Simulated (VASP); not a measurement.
# Os in VASP: further runs

The runs below take Os through electric field gradients, with PBE.

Everything below comes from runs of VASP 6.6.1. Logs are shortened: lines on timing, memory, paths and dates and some standing lists are left out, and cuts for length are marked.

### 1 The cell of the first run

The typed cell holds 2 atoms: a = 2.734 Å, b = 2.710 Å, c = 4.320 Å, α = 89.57°, β = 88.85°, γ = 119.13°.

### 2 Electric field gradients, PBE (equal xy, yz and zx shear strains of +2 %)

INCAR reads:

```
SYSTEM = Os
ALGO = Normal
EDIFF = 1E-8
ENCUT = 520
GGA = PE
ISIF = 2
ISMEAR = -1
LASPH = .TRUE.
LCHARG = .FALSE.
LEFG = .TRUE.
LREAL = .FALSE.
LWAVE = .FALSE.
NBANDS = 15
NELM = 60
PREC = Accurate
SIGMA = 0.05
```

KPOINTS reads:

```
k-points
0
G
  15 15 9
  0 0 0
```

POSCAR reads:

```
Os
1.0
    2.7340999755      0.0273409998      0.0273409998
   -1.3433719874      2.3541295354      0.0100075005
    0.0431970000      0.0431970000      4.3197000000
Os
2
Direct
    0.3333333333      0.6666666667      0.2500000000
    0.6666666667      0.3333333333      0.7500000000
```

Potentials or basis: VASP PAW PBE potentials, release 64 (Os).

On the command line:

```sh
$ cat potpaw_PBE.64/Os/POTCAR > POTCAR
$ mpirun -np 1 vasp_std > vasp.out
```

OUTCAR:

```text
SYSTEM = Os
   EDIFF = 1E-8
   ENCUT = 520
   GGA = PE
   ISIF = 2
   ISMEAR = -1
   LASPH = .TRUE.
   LREAL = .FALSE.
   NELM = 60
   PREC = Accurate

 ion  position               nearest neighbor table
   1  0.333  0.667  0.250-   2 2.65   2 2.65   2 2.66   2 2.68   2 2.70   2 2.72
   2  0.667  0.333  0.750-   1 2.65   1 2.65   1 2.66   1 2.68   1 2.70   1 2.72

  LATTYP: Found a triclinic cell.
 ALAT       =     2.7580647486
 B/A-ratio  =     2.3008850133
 C/A-ratio  =     0.9914101448
 COS(alpha) =     0.0013171713
 COS(beta)  =     0.5129592077
 COS(gamma) =     0.6296782196

  Lattice vectors:

 A1 = (  -1.3907279881,  -2.3814705352,  -0.0373485003)
 A2 = (  -0.0041590007,  -4.6924030706,   4.2723439992)
 A3 = (  -2.7340999755,  -0.0273409998,  -0.0273409998)

Analysis of symmetry for initial positions (statically):
=====================================================================
 Subroutine PRICEL returns:
 Original cell was already a primitive cell.

 Routine SETGRP: Setting up the symmetry group for a
 triclinic supercell.

 Subroutine GETGRP returns: Found  2 space group operations
 (whereof  2 operations were pure point group operations)
 out of a pool of  2 trial point group operations.

The static configuration has the point symmetry S_2 .

Analysis of symmetry for dynamics (positions and initial velocities):
=====================================================================
 Subroutine PRICEL returns:
 Original cell was already a primitive cell.

 Routine SETGRP: Setting up the symmetry group for a
 triclinic supercell.

 Subroutine GETGRP returns: Found  2 space group operations
 (whereof  2 operations were pure point group operations)
 out of a pool of  2 trial point group operations.

The dynamic configuration has the point symmetry S_2 .

 Subroutine INISYM returns: Found  2 space group operations
 (whereof  2 operations are pure point group operations),
 and found     1 'primitive' translations

----------------------------------------------------------------------------------------

                                     Primitive cell

  volume of cell :      27.9565

  direct lattice vectors                    reciprocal lattice vectors
     2.734099975  0.027341000  0.027341000     0.363732342  0.207586289 -0.005713186
    -1.343371987  2.354129535  0.010007501    -0.004182343  0.422416608 -0.004182343
     0.043197000  0.043197000  4.319700000    -0.002292509 -0.002292509  0.231543408

  length of vectors
     2.734373372  2.710474924  4.320131948     0.418838781  0.422458015  0.231566105

  position of ions in fractional coordinates (direct lattice)
     0.333333333  0.666666667  0.250000000
     0.666666667  0.333333333  0.750000000

  ion indices of the primitive-cell ions
   primitive index   ion index
                 1           1
                 2           2

----------------------------------------------------------------------------------------

 KPOINTS: k-points

Automatic generation of k-mesh.
 Grid dimensions read from file:
 generate k-points for:   15   15    9

 Generating k-lattice:

  Cartesian coordinates                     Fractional coordinates (reciprocal lattice)
     0.024248823  0.013839086 -0.000380879     0.066666667  0.000000000  0.000000000
    -0.000278823  0.028161107 -0.000278823     0.000000000  0.066666667  0.000000000
    -0.000254723 -0.000254723  0.025727045    -0.000000000  0.000000000  0.111111111

  Length of vectors
     0.027922585  0.028163868  0.025729567

  Shift w.r.t. Gamma in fractional coordinates (k-lattice)
     0.000000000  0.000000000  0.000000000

 Subroutine IBZKPT returns following result:
 ===========================================

 Found   1013 irreducible k-points:

 Following reciprocal coordinates:
            Coordinates               Weight
  0.000000  0.000000  0.000000      1.000000
  0.066667 -0.000000  0.000000      2.000000
  0.133333 -0.000000  0.000000      2.000000
  0.200000  0.000000  0.000000      2.000000
  0.266667 -0.000000  0.000000      2.000000
  0.333333  0.000000  0.000000      2.000000
[... 16 lines left out ...]
 -0.066667  0.066667 -0.000000      2.000000
 -0.000000  0.133333  0.000000      2.000000
 [... further k-points ...]
   k-points           NKPTS =   1013   k-points in BZ     NKDIM =   1013   number of bands    NBANDS=     15
   number of dos      NEDOS =    301   number of ions     NIONS =      2
   total plane-waves  NPLWV =  12800
   dimension x,y,z NGX =    20 NGY =   20 NGZ =   32
   dimension x,y,z NGXF=    40 NGYF=   40 NGZF=   64
   ions per type =               2
   NGX,Y,Z   is equivalent  to a cutoff of  12.16, 12.27, 12.31 a.u.
   NGXF,Y,Z  is equivalent  to a cutoff of  24.32, 24.53, 24.63 a.u.
 SYSTEM =  Os
   PREC   = accura    normal or accurate (medium, high low for compatibility)
   ISTART =      0    job   : 0-new  1-cont  2-samecut
   ICHARG =      2    charge: 1-file 2-atom 10-const
   ISPIN  =      1    spin polarized calculation?
   LNONCOLLINEAR =      F non collinear calculations
   LSORBIT =      F    spin-orbit coupling
   LASPH  =      T    aspherical Exc in radial PAW
   ENCUT  =  520.0 eV  38.22 Ry    6.18 a.u.   5.08  5.04  8.03*2*pi/ulx,y,z
   NELM   =     60;   NELMIN=  2; NELMDL= -5     # of ELM steps
   EDIFF  = 0.1E-07   stopping-criterion for ELM
   LREAL  =      F    real-space projection
   EDIFFG = 0.1E-06   stopping-criterion for IOM
   NSW    =      0    number of steps for IOM
   IBRION =     -1    ionic relax: 0-MD 1-quasi-New 2-CG
   NFREE  =      0    steps in history (QN), initial steepest desc. (CG)
   ISIF   =      2    stress and relaxation
   ISYM   =      2    0-nonsym 1-usesym 2-fastsym
   POTIM  = 0.5000    time-step for ionic-motion
   TEBEG  =    0.0;   TEEND  =   0.0 temperature during run
   PSTRESS=    0.0 pullay stress
   NELECT =      16.0000    total number of electrons
   NUPDOWN=      -1.0000    fix difference up-down
   EMIN   =  10.00;   EMAX   =-10.00  energy-range for DOS
   EFERMI =   0.00;   METHOD = LEGACY
   ISMEAR =    -1;   SIGMA  =   0.05  broadening in eV -4-tet -1-fermi 0-gaus
   EFERMI_NEDOS =   21; number of points for ismear=-14 and -15
   IALGO  =     38    algorithm
   IMIX   =      4    mixing-type and parameters
     AMIX     =   0.40;   BMIX     =  1.00
     AMIX_MAG =   1.60;   BMIX_MAG =  1.00
  volume/ion in A,a.u.               =      13.98        94.33
  Fermi-wavevector in a.u.,A,eV,Ry     =   1.359211  2.568537 25.136156  1.847455
  Thomas-Fermi vector in A             =   2.485979
   LORBIT       =      0    0 simple, 1 ext, 2 COOP (PROOUT), +10 PAW based schemes
   GGA     = PE    functional components
   LHFCALC =     F    Hartree Fock is set to
   AEXX    =    0.0000 exact exchange contribution
   IVDW    =     0    specifies the selected vdW correction
   LEPSILON=     F    determine dielectric tensor
   LRPA    =     F    only Hartree local field effects (RPA)
 non-spin polarized calculation
  energy-cutoff  :      520.00
  volume of cell :       27.96
 maximum number of plane-waves:       771
   NGX = 11   NGY = 11   NGZ = 17

 number of electron      15.9999998 magnetization

 Free energy of the ion-electron system (eV)
  ---------------------------------------------------
  ext. energy  EPLUGINS =         0.00000000
  ---------------------------------------------------
  free energy    TOTEN  =       -22.46339287 eV

  energy without entropy =      -22.45462066  energy(sigma->0) =      -22.45900676

 E-fermi :   9.4725     XC(G=0): -14.0617

 val. band max:        9.4713390401   @ k =  -0.3333   0.2667  -0.0000
 cond. band min:       9.4756225218   @ k =   0.1333   0.2000   0.0000
 fundamental gap:      0.0042834817
 Fermi energy:         9.4725363530

 k-point     1 :       0.0000    0.0000    0.0000
  band No.  band energies     occupation
      1      -1.4708      2.00000
      2       1.6815      2.00000
      3       6.2038      2.00000
      4       6.6420      2.00000
      5       6.6454      2.00000
      6       7.0570      2.00000
      7       7.4580      2.00000
      8       7.8989      2.00000
      9       7.9800      2.00000
     10       9.5093      0.64816
     11      11.0925      0.00000
     12      11.2300      0.00000
     13      18.5795      0.00000
     14      23.5204      0.00000
     15      26.2466      0.00000

 k-point     2 :       0.0667   -0.0000    0.0000
  band No.  band energies     occupation
      1      -1.2940      2.00000
      2       1.8371      2.00000
      3       5.9087      2.00000
      4       6.7588      2.00000
      5       6.9044      2.00000
      6       6.9925      2.00000
      7       7.5799      2.00000
      8       7.6948      2.00000
      9       7.8596      2.00000
     10       8.7381      2.00000
     11      11.3067      0.00000
     12      12.1477      0.00000
     13      18.5624      0.00000
     14      23.8673      0.00000
     15      26.4802      0.00000

 k-point     3 :       0.1333   -0.0000    0.0000
  band No.  band energies     occupation
      1      -0.7848      2.00000
      2       2.2552      2.00000
      3       5.4336      2.00000
      4       6.6848      2.00000
      5       6.7617      2.00000
      6       7.2147      2.00000
      7       7.4494      2.00000
      8       7.5567      2.00000
      9       8.0053      2.00000
     10       8.1115      2.00000
     11      11.5142      0.00000
     12      13.8151      0.00000
     13      18.4803      0.00000
     14      24.7208      0.00000
     15      27.0221      0.00000
[... 343 lines left out ...]
 k-point    23 :      -0.0667    0.0667   -0.0000
  band No.  band energies     occupation
      1      -1.2868      2.00000
      2       1.8465      2.00000
      3       6.1421      2.00000
      4       6.4173      2.00000
      5       7.0206      2.00000
      6       7.1708      2.00000
      7       7.3715      2.00000
      8       7.7420      2.00000
      9       7.7914      2.00000
     10       8.7452      2.00000
     11      11.1952      0.00000
     12      12.2630      0.00000
     13      18.5696      0.00000
     14      23.9168      0.00000
     15      26.4844      0.00000

 k-point    24 :      -0.0000    0.1333    0.0000
  band No.  band energies     occupation
      1      -0.7708      2.00000
      2       2.2747      2.00000
      3       5.5256      2.00000
      4       6.7776      2.00000
      5       6.8087      2.00000
      6       7.0574      2.00000
      7       7.3789      2.00000
      8       7.6015      2.00000
      9       7.8729      2.00000
     10       8.1240      2.00000
     11      11.4605      0.00000
     12      13.8873      0.00000
     13      18.4911      0.00000
     14      24.8392      0.00000
     15      27.0230      0.00000

 [... further k-points ...]

------------------------ aborting loop because EDIFF is reached ----------------------------------------

  FORCE on cell =-STRESS in cart. coord.  units (eV):
  Direction    XX          YY          ZZ          XY          YZ          ZX
  --------------------------------------------------------------------------------------
  -------------------------------------------------------------------------------------
  Total        1.5234182      1.5655802      1.7172945     -0.9659886     -0.9245912     -0.9271168
  in kB       87.3064158     89.7227022     98.4173795    -55.3603741    -52.9879087    -53.1326500
  external PRESSURE =      91.8154992 kB  Pullay stress =       0.0000000 kB

 VOLUME and BASIS-vectors are now :
 -----------------------------------------------------------------------------
  energy-cutoff  :      520.00
  volume of cell :       27.96
      direct lattice vectors                 reciprocal lattice vectors
     2.734099975  0.027341000  0.027341000     0.363732342  0.207586289 -0.005713186
    -1.343371987  2.354129535  0.010007501    -0.004182343  0.422416608 -0.004182343
     0.043197000  0.043197000  4.319700000    -0.002292509 -0.002292509  0.231543408

 POSITION                                       TOTAL-FORCE (eV/Angst)
 -----------------------------------------------------------------------------------
      0.02658      1.58933      1.09571        -0.038342      0.000497      0.018102
      1.40734      0.83533      3.26134         0.038342     -0.000497     -0.018102
 -----------------------------------------------------------------------------------
    total drift:                                0.000000     -0.000000      0.000000

  FREE ENERGIE OF THE ION-ELECTRON SYSTEM (eV)
  ---------------------------------------------------
  free  energy   TOTEN  =       -22.4633928652 eV

  energy  without entropy=      -22.4546206614  energy(sigma->0) =      -22.45900676

 Electric field gradients (V/A^2)
---------------------------------------------------------------------
 ion       V_xx      V_yy      V_zz      V_xy      V_xz      V_yz
---------------------------------------------------------------------
   1      40.419    39.433   -79.852    25.050    23.502    23.478
   2      40.419    39.433   -79.852    25.050    23.502    23.478
---------------------------------------------------------------------

 Electric field gradients after diagonalization (V/A^2)
 (convention: |V_zz| > |V_xx| > |V_yy|)
----------------------------------------------------------------------
 ion       V_xx      V_yy      V_zz     asymmetry (V_yy - V_xx)/ V_zz
----------------------------------------------------------------------
   1      72.236    14.871   -87.108       0.659
   2      72.236    14.871   -87.108       0.659
----------------------------------------------------------------------

           NMR quadrupolar parameters

 Cq : quadrupolar parameter    Cq=e*Q*V_zz/h
 eta: asymmetry parameters     (V_yy - V_xx)/ V_zz
 Q  : nuclear electric quadrupole moment in mb (millibarn)
----------------------------------------------------------------------
 ion       Cq(MHz)       eta       Q (mb)
----------------------------------------------------------------------
   1      -0.211       0.659       1.000
   2      -0.211       0.659       1.000
----------------------------------------------------------------------
```

It took 2.2 min on 1 thread of Intel Xeon 6975P-C (Granite Rapids), shared host; peak memory 0.45 GiB.

What came out:

* Free energy: -22.4634 eV
* Pressure: 9.2 GPa
* Largest force: 0.042 eV/Å
* Band gap on the k mesh: zero (bands 8 and 9 overlap by 3.99 eV)
* Largest electric field gradient by atom: Os -87.1 V/Å²

Forces in eV/Å, atoms in the order of the input:
```
Os  -0.038  0.000  0.018
Os   0.038  0.000 -0.018
```

Electric field gradients, principal values (V/Å²):
```tsv
atom	least	middle	greatest (by size)
1 Os	14.871	72.236	-87.108
2 Os	14.871	72.236	-87.108
```

Caveat: the cell differs from its parent crystal (equal xy, yz and zx shear strains of +2 %); the cell stands under pressure; without QUAD_EFG the Cq values of the log hold for a quadrupole moment of 1 mb, not for the nuclei; spin-orbit coupling is left out, which moves the levels of the heavy elements.

(Continued in part 2 of 2.)

The gap in the log of VASP goes by the Fermi energy; the results here count the filled bands.